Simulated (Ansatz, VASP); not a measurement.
C: VASP beside Ansatz

Contents of INCAR:

```
PREC = Accurate ; ENCUT = 600
EDIFF = 1E-7 ; ISMEAR = 0
SIGMA = 0.02 ; LREAL = F
LASPH = T ; NELM = 60
ALGO = Normal ; ISIF = 3
LWAVE = F ; LCHARG = F
GGA = PE ; IBRION = 2
NSW = 100 ; EDIFFG = -0.005
```

KPOINTS

```
Automatic mesh
0
Gamma
  8 8 8
```

File POSCAR:

```
C
1.0
   -2.4217198476      2.4217198476      2.4217198476
    2.4217198476     -2.4217198476      2.4217198476
    2.4217198476      2.4217198476     -2.4217198476
C
8
Direct
    0.3253069600      0.0000000000      0.0000000000
    0.6746930400      0.6746930400      0.6746930400
    0.0000000000      0.3253069600      0.0000000000
    0.0000000000      0.0000000000      0.3253069600
    0.0000000000      0.6746930400      0.0000000000
    0.3253069600      0.3253069600      0.3253069600
    0.6746930400      0.0000000000      0.0000000000
    0.0000000000      0.0000000000      0.6746930400
```

Input for Ansatz:

```yaml
crystal:
  lattice:
    - [-2.4217198476, 2.4217198476, 2.4217198476]
    - [2.4217198476, -2.4217198476, 2.4217198476]
    - [2.4217198476, 2.4217198476, -2.4217198476]
  atoms:
    - { symbol: C, position: [0.32530696, 0.0, 0.0] }
    - { symbol: C, position: [0.67469304, 0.67469304, 0.67469304] }
    - { symbol: C, position: [0.0, 0.32530696, 0.0] }
    - { symbol: C, position: [0.0, 0.0, 0.32530696] }
    - { symbol: C, position: [0.0, 0.67469304, 0.0] }
    - { symbol: C, position: [0.32530696, 0.32530696, 0.32530696] }
    - { symbol: C, position: [0.67469304, 0.0, 0.0] }
    - { symbol: C, position: [0.0, 0.0, 0.67469304] }
basis:
  ecutwfc: 420
kpoints:
  mp_grid: { grid: [8, 8, 8] }
hamiltonian:
  xc: pbe
scf:
  occupations: { method: gaussian, width: 0.02 }
output:
  forces: true
  stress: true
  eigenvalues: true
relax:
  adjacent_minimum: "off"
  f_tol: 0.005
  max_steps: 80
  cell: { stress_tol: 0.05 }
```

Alike in both runs: task relaxation of cell and atoms; functional PBE; k mesh 8 × 8 × 8; occupations gaussian, width 0.02 eV; no spin polarisation.

|  | VASP | Ansatz |
| --- | --- | --- |
| version | VASP 6.6.1 | Ansatz 0.2.0 |
| potentials or method | VASP PAW PBE potentials, release 64 (C), cutoff 600 eV | scalar-relativistic, plane waves, PAW |
| valence electrons in the cell | 32 | 32 |

VASP gave:

```
gap on the k mesh at the Fermi level, each at its own relaxed structure (eV) : 3.11
relaxed volume (Å³/atom)                                                     : 7.24
relaxed cell length with the largest relative difference (Å)                 : 4.222
```

Problem. Which values does Ansatz return?

Solution. gap on the k mesh at the Fermi level, each at its own relaxed structure (eV): 3.12; relaxed volume (Å³/atom): 7.24; relaxed cell length with the largest relative difference (Å): 4.222.
